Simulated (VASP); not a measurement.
Input of a VASP 6.6.1 run:

Contents of POSCAR:

```
Zr
1.0
    3.2445832200      0.0000000000      0.0000000000
   -1.6222916100      2.8098914932      0.0000000000
    0.0000000000      0.0000000000      5.1573641137
Zr
2
Direct
    0.3333333333      0.6666666667      0.2500000000
    0.6666666667      0.3333333333      0.7500000000
```

INCAR.step1

```
SYSTEM = Zr
  ALGO = Normal
  EDIFF = 1E-4
  ENCUT = 520
  GGA = PE
  ISMEAR = 1
  LASPH = .True.
  LCHARG = .False.
  LREAL = .False.
  LWAVE = .True.
  NBANDS = 19
  NELM = 60
  PREC = Accurate
  SIGMA = 0.2
```

Contents of INCAR.step2:

```
SYSTEM = Zr
  ALGO = Normal
  EDIFF = 1E-7
  ENCUT = 520
  ISIF = 2
  ISMEAR = 1
  ISTART = 1
  LASPH = .True.
  LCHARG = .False.
  LMIXTAU = .True.
  LREAL = .False.
  LWAVE = .False.
  METAGGA = R2SCAN
  NBANDS = 19
  NELM = 60
  PREC = Accurate
  SIGMA = 0.2
```

KPOINTS

```
k-points
0
Gamma
  11 11 6
  0 0 0
```

Potentials or basis: VASP PAW PBE potentials, release 64 (Zr_sv).

The run is started by

```bash
$ cat potpaw_PBE.64/Zr_sv/POTCAR > POTCAR
$ cp INCAR.step1 INCAR
$ mpirun -np 1 vasp_std > vasp.out
$ cp INCAR.step2 INCAR
$ mpirun -np 1 vasp_std > vasp.out
```

(1) Predict the band gap on the k mesh.

(2) Estimate the pressure.

## Answers

(1) zero (bands 12 and 13 overlap by 1.14 eV).

(2) -0.1 GPa.

Caveat: the PAW data sets were made with another functional, which shifts forces and pressure a little.
